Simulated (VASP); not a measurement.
BN:

```
B N
1.0
     0.00000    1.79027    1.79027
     1.79027    0.00000    1.79027
     1.79027    1.79027    0.00000
B N
1 1
Direct
  0.00000 0.00000 0.00000
  0.75000 0.75000 0.75000
```

Base run:

```yaml
Program: VASP 6.6.1
Functional: LDA
Potentials_or_basis: VASP PAW LDA potentials, release 64 (B, N)
Cutoff: 520 eV
k_mesh: 12 × 12 × 12
Occupations: gaussian, width 0.02 eV
Spin: no spin polarisation
```

Its results: band gap on the k mesh 4.38 eV, indirect (least direct gap 8.82 eV); pressure 1.0 GPa.

Problem. The run is repeated on the same cell with these changes: potentials or basis from VASP PAW LDA potentials, release 64 (B, N) to VASP PAW LDA potentials, release 64 (B_h, N_h); cutoff from 520 eV to 910 eV. What comes out?

Solution. Band gap on the k mesh 4.38 eV, indirect (least direct gap 8.82 eV); pressure 0.5 GPa.

Caveats: the cutoff is under 1.25 times the usual one of these potentials, so pressure, stress and relaxed cells hold a basis-set (Pulay) error (some runs).

A k mesh can miss the band edges.
